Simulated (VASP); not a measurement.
# Ga7P8 (a cell with a defect) in VASP: single point with PBE

Aim: the single point of Ga7P8 (a cell with a defect) with PBE.

Everything below comes from runs of VASP 6.6.1. Logs are shortened: lines on timing, memory, paths and dates and some standing lists are left out, and cuts for length are marked.

**1. The cell of the first run**

The cell holds a defect, 15 atoms: a = 7.769 Å, b = 7.769 Å, c = 7.844 Å, α = 60.32°, β = 60.32°, γ = 60.00°.

**2. Single point, PBE**

INCAR

```
SYSTEM = Ga7P8
PREC = Accurate
ENCUT = 520
EDIFF = 1E-6
ISMEAR = 0
SIGMA = 0.05
LREAL = Auto
LASPH = .True.
NELM = 80
ALGO = Normal
ISIF = 2
LWAVE = .False.
LCHARG = .True.
GGA = PE
LELF = .True.
LVHAR = .True.
NBANDS = 78
```

KPOINTS

```
Automatic mesh
0
Gamma
  6 6 4
  0 0 0
```

POSCAR

```
Ga7P8
1.0
    3.8845647871      6.7282635766      0.0000000000
    7.7691295743      0.0000000000      0.0000000000
    3.8845647871      2.2427545255     -6.4350460940
Ga P
7 8
Direct
    0.4358314190      0.9351822840      0.6938240964
    0.9351822840      0.4358314190      0.6938240964
    0.9352036358      0.9352036358      0.6938181508
    0.5000000426      0.5000000426      0.4999998575
    0.5641690314      0.0648175141      0.3061758581
    0.0648175141      0.5641690314      0.3061758581
    0.0647961371      0.0647961371      0.3061818919
    0.0573756651      0.0573756651      0.8279353319
    0.0599006521      0.5558601876      0.8284297406
    0.5558601876      0.0599006521      0.8284297406
    0.5558709844      0.5558709844      0.8284212597
    0.9426244517      0.9426244517      0.1720643385
    0.9400989977      0.4441398915      0.1715704403
    0.4441398915      0.9400989977      0.1715704403
    0.4441291058      0.4441291058      0.1715788992
```

Potentials or basis: VASP PAW PBE potentials, release 64 (Ga_d, P).

Run with:

```
$ cat potpaw_PBE.64/Ga_d/POTCAR potpaw_PBE.64/P/POTCAR > POTCAR
$ mpirun -np 1 vasp_std > vasp.out
```

OUTCAR:

```text
SYSTEM = Ga7P8
   PREC = Accurate
   ENCUT = 520
   EDIFF = 1E-6
   ISMEAR = 0
   LREAL = Auto
   LASPH = .True.
   NELM = 80
   ISIF = 2
   GGA = PE

 ion  position               nearest neighbor table
   1  0.436  0.935  0.694-   8 2.41  11 2.41  10 2.41   5 2.49
   2  0.935  0.436  0.694-   8 2.41  11 2.41   9 2.41   6 2.49
   3  0.935  0.935  0.694-   8 2.41  10 2.41   9 2.41   7 2.49
   4  0.500  0.500  0.500-
   5  0.564  0.065  0.306-  12 2.41  15 2.41  14 2.41   1 2.49
   6  0.065  0.564  0.306-  12 2.41  15 2.41  13 2.41   2 2.49
   7  0.065  0.065  0.306-  12 2.41  14 2.41  13 2.41   3 2.49
   8  0.057  0.057  0.828-  12 2.21   1 2.41   2 2.41   3 2.41
   9  0.060  0.556  0.828-  13 2.21   3 2.41   2 2.41
  10  0.556  0.060  0.828-  14 2.21   3 2.41   1 2.41
  11  0.556  0.556  0.828-  15 2.21   2 2.41   1 2.41
  12  0.943  0.943  0.172-   8 2.21   5 2.41   6 2.41   7 2.41
  13  0.940  0.444  0.172-   9 2.21   7 2.41   6 2.41
  14  0.444  0.940  0.172-  10 2.21   7 2.41   5 2.41
  15  0.444  0.444  0.172-  11 2.21   6 2.41   5 2.41

  LATTYP: Found a trigonal (rhomboedric) cell.
 ALAT       =     7.8440811877
 COS(alpha) =     0.5095095300

  Lattice vectors:

 A1 = (   0.0000000000,  -4.4855090511,  -6.4350460940)
 A2 = (  -3.8845647872,   2.2427545255,  -6.4350460940)
 A3 = (   3.8845647871,   2.2427545255,  -6.4350460940)

Analysis of symmetry for initial positions (statically):
=====================================================================
 Subroutine PRICEL returns:
 Original cell was already a primitive cell.

 Routine SETGRP: Setting up the symmetry group for a
 trigonal (rhombohedral) supercell.

 Subroutine GETGRP returns: Found  4 space group operations
 (whereof  4 operations were pure point group operations)
 out of a pool of 12 trial point group operations.

The static configuration has the point symmetry C_2h.

Analysis of symmetry for dynamics (positions and initial velocities):
=====================================================================
 Subroutine PRICEL returns:
 Original cell was already a primitive cell.

 Routine SETGRP: Setting up the symmetry group for a
 trigonal (rhombohedral) supercell.

 Subroutine GETGRP returns: Found  4 space group operations
 (whereof  4 operations were pure point group operations)
 out of a pool of 12 trial point group operations.
[... 164 lines left out ...]
   ISMEAR =     0;   SIGMA  =   0.05  broadening in eV -4-tet -1-fermi 0-gaus
   EFERMI_NEDOS =   21; number of points for ismear=-14 and -15
   IALGO  =     38    algorithm
   IMIX   =      4    mixing-type and parameters
     AMIX     =   0.40;   BMIX     =  1.00
     AMIX_MAG =   1.60;   BMIX_MAG =  1.00
  volume/ion in A,a.u.               =      22.43       151.33
  Fermi-wavevector in a.u.,A,eV,Ry     =   1.195518  2.259202 19.446320  1.429264
  Thomas-Fermi vector in A             =   2.331482
   LORBIT       =      0    0 simple, 1 ext, 2 COOP (PROOUT), +10 PAW based schemes
   GGA     = PE    functional components
   LHFCALC =     F    Hartree Fock is set to
   AEXX    =    0.0000 exact exchange contribution
   IVDW    =     0    specifies the selected vdW correction
   LEPSILON=     F    determine dielectric tensor
   LRPA    =     F    only Hartree local field effects (RPA)
 non-spin polarized calculation
 Gauss-broadening in eV      SIGMA  =   0.05
  energy-cutoff  :      520.00
  volume of cell :      336.38
 maximum number of plane-waves:      9107
 NGX is ok and might be reduce to    60
   NGX = 29   NGY = 29   NGZ = 29

 number of electron     130.9999992 magnetization

 Free energy of the ion-electron system (eV)
  ---------------------------------------------------
  ext. energy  EPLUGINS =         0.00000000
  ---------------------------------------------------
  free energy    TOTEN  =       -64.66278448 eV

  energy without entropy =      -64.65518316  energy(sigma->0) =      -64.65898382

 E-fermi :   3.8930     XC(G=0):  -9.4146

 val. band max:        3.8904959969   @ k =  -0.3333   0.3333   0.5000
 cond. band min:       3.8957193279   @ k =   0.3333   0.0000   0.2500
 fundamental gap:      0.0052233310
 Fermi energy:         3.8930090372

 k-point     1 :       0.0000    0.0000    0.0000
  band No.  band energies     occupation
      1     -10.8015      2.00000
      2     -10.8011      2.00000
      3     -10.7642      2.00000
      4     -10.7639      2.00000
      5     -10.7417      2.00000
      6     -10.6869      2.00000
[... 1909 lines left out ...]
     76       7.5561      0.00000
     77       7.6657      0.00000

 [... further k-points ...]

 [bands above 77 left out]

------------------------ aborting loop because EDIFF is reached ----------------------------------------

  FORCE on cell =-STRESS in cart. coord.  units (eV):
  Direction    XX          YY          ZZ          XY          YZ          ZX
  --------------------------------------------------------------------------------------
  -------------------------------------------------------------------------------------
  Total       -2.8032329     -2.7563600     -9.9263007     -0.0405931      0.0449261      0.0778143
  in kB      -13.3518897    -13.1286328    -47.2792945     -0.1933462      0.2139846      0.3706319
  external PRESSURE =     -24.5866057 kB  Pullay stress =       0.0000000 kB

 VOLUME and BASIS-vectors are now :
 -----------------------------------------------------------------------------
  energy-cutoff  :      520.00
  volume of cell :      336.38
      direct lattice vectors                 reciprocal lattice vectors
     3.884564787  6.728263577  0.000000000     0.000000000  0.148626758  0.051799681
     7.769129574  0.000000000  0.000000000     0.128714548 -0.074313379  0.051799681
     3.884564787  2.242754526 -6.435046094     0.000000000  0.000000000 -0.155399042

 POSITION                                       TOTAL-FORCE (eV/Angst)
 -----------------------------------------------------------------------------------
     11.65377      4.48847     -4.46479        -0.000681      0.019230     -0.032326
      9.71401      7.84823     -4.46479         0.016313     -0.010205     -0.032326
     13.59376      7.84836     -4.46475        -0.018691     -0.010791     -0.027330
      7.76913      4.48551     -3.21752         0.000000     -0.000000      0.000000
      3.88449      4.48256     -1.97026         0.000681     -0.019230      0.032326
      5.82425      1.12279     -1.97026        -0.016313      0.010205      0.032326
      1.94450      1.12266     -1.97029         0.018691      0.010791      0.027330
      3.88481      2.24289     -5.32780         0.001946      0.001124     -0.055568
      7.76933      2.26099     -5.33098        -0.000169      0.002958     -0.620971
      5.84274      5.59794     -5.33098         0.002477     -0.001625     -0.620971
      9.69601      5.59799     -5.33093         0.013829      0.007984     -0.619566
     11.65345      6.72812     -1.10724        -0.001946     -0.001124      0.055568
      7.76893      6.71002     -1.10406         0.000169     -0.002958      0.620971
      9.69552      3.37308     -1.10406        -0.002477      0.001625      0.620971
      5.84225      3.37303     -1.10412        -0.013829     -0.007984      0.619566
 -----------------------------------------------------------------------------------
    total drift:                                0.000007      0.000004      0.000072

  FREE ENERGIE OF THE ION-ELECTRON SYSTEM (eV)
  ---------------------------------------------------
  free  energy   TOTEN  =       -64.6627844771 eV

  energy  without entropy=      -64.6551831615  energy(sigma->0) =      -64.65898382
```

OSZICAR:

```text
N       E                     dE             d eps       ncg     rms          rms(c)
DAV:   1     0.134780911734E+04    0.13478E+04   -0.56148E+04  7988   0.234E+03
DAV:   2     0.221143488022E+03   -0.11267E+04   -0.10892E+04  7540   0.678E+02
DAV:   3    -0.411855565448E+02   -0.26233E+03   -0.25014E+03  9034   0.211E+02
DAV:   4    -0.641224272341E+02   -0.22937E+02   -0.22420E+02  8606   0.607E+01
DAV:   5    -0.657413899094E+02   -0.16190E+01   -0.16089E+01 11096   0.159E+01    0.117E+01
DAV:   6    -0.647813921391E+02    0.96000E+00   -0.21469E+00 10184   0.980E+00    0.670E+00
DAV:   7    -0.646524288954E+02    0.12896E+00   -0.10253E+00  8872   0.506E+00    0.221E+00
DAV:   8    -0.646604961058E+02   -0.80672E-02   -0.17579E-01  8792   0.265E+00    0.537E-01
DAV:   9    -0.646618090566E+02   -0.13130E-02   -0.24171E-02  8824   0.163E+00    0.241E-01
DAV:  10    -0.646622948134E+02   -0.48576E-03   -0.51135E-03  9464   0.101E+00    0.103E-01
DAV:  11    -0.646626488530E+02   -0.35404E-03   -0.17297E-03  9688   0.346E-01    0.575E-02
DAV:  12    -0.646627492232E+02   -0.10037E-03   -0.39235E-04  9214   0.153E-01    0.347E-02
DAV:  13    -0.646627771003E+02   -0.27877E-04   -0.10214E-04  8144   0.228E-01    0.979E-03
DAV:  14    -0.646627841461E+02   -0.70458E-05   -0.47415E-05 11416   0.582E-02    0.787E-03
DAV:  15    -0.646627844771E+02   -0.33101E-06   -0.23123E-06  5976   0.169E-02
   1 F= -.64662784E+02 E0= -.64658984E+02  d E =-.760132E-02
```

stdout:

```text
POSCAR found type information on POSCAR GaP
 POSCAR found :  2 types and      15 ions
 scaLAPACK will be used
 LDA part: xc-table for (Slater+PW92), standard interpolation
 -----------------------------------------------------------------------------
|                                                                             |
|           W    W    AA    RRRRR   N    N  II  N    N   GGGG   !!!           |
|           W    W   A  A   R    R  NN   N  II  NN   N  G    G  !!!           |
|           W    W  A    A  R    R  N N  N  II  N N  N  G       !!!           |
|           W WW W  AAAAAA  RRRRR   N  N N  II  N  N N  G  GGG   !            |
|           WW  WW  A    A  R   R   N   NN  II  N   NN  G    G                |
|           W    W  A    A  R    R  N    N  II  N    N   GGGG   !!!           |
|                                                                             |
|     Your reciprocal lattice and k-lattice belong to different lattice       |
|     classes:                                                                |
|                                                                             |
|        The reciprocal lattice is rhombohedral (trigonal),                   |
|        whereas your k-lattice is base-centered monoclinic.                  |
|                                                                             |
|     Results are often still useful ...                                      |
|                                                                             |
 -----------------------------------------------------------------------------

 POSCAR, INCAR and KPOINTS ok, starting setup
 FFT: planning ... GRIDC
 FFT: planning ... GRID_SOFT
 FFT: planning ... GRID
 WAVECAR not read
 entering main loop
```

Wall time 28 min (1 thread of Intel Xeon Platinum 8488C (Sapphire Rapids), shared host); peak memory 0.95 GiB.

What came out:

```yaml
Free_energy: -64.6628 eV
Pressure: -2.5 GPa
Largest_force: 0.621 eV/Å
```

Forces in eV/Å, atoms in the order of the input:
```
Ga  -0.001  0.019 -0.032
Ga   0.016 -0.010 -0.032
Ga  -0.019 -0.011 -0.027
Ga   0.000  0.000  0.000
Ga   0.001 -0.019  0.032
Ga  -0.016  0.010  0.032
Ga   0.019  0.011  0.027
P    0.002  0.001 -0.056
P    0.000  0.003 -0.621
P    0.002 -0.002 -0.621
P    0.014  0.008 -0.620
P   -0.002 -0.001  0.056
P    0.000 -0.003  0.621
P   -0.002  0.002  0.621
P   -0.014 -0.008  0.620
```

Stress tensor (GPa, compression positive):
```
-1.34 -0.02  0.04
-0.02 -1.31  0.02
 0.04  0.02 -4.73
```
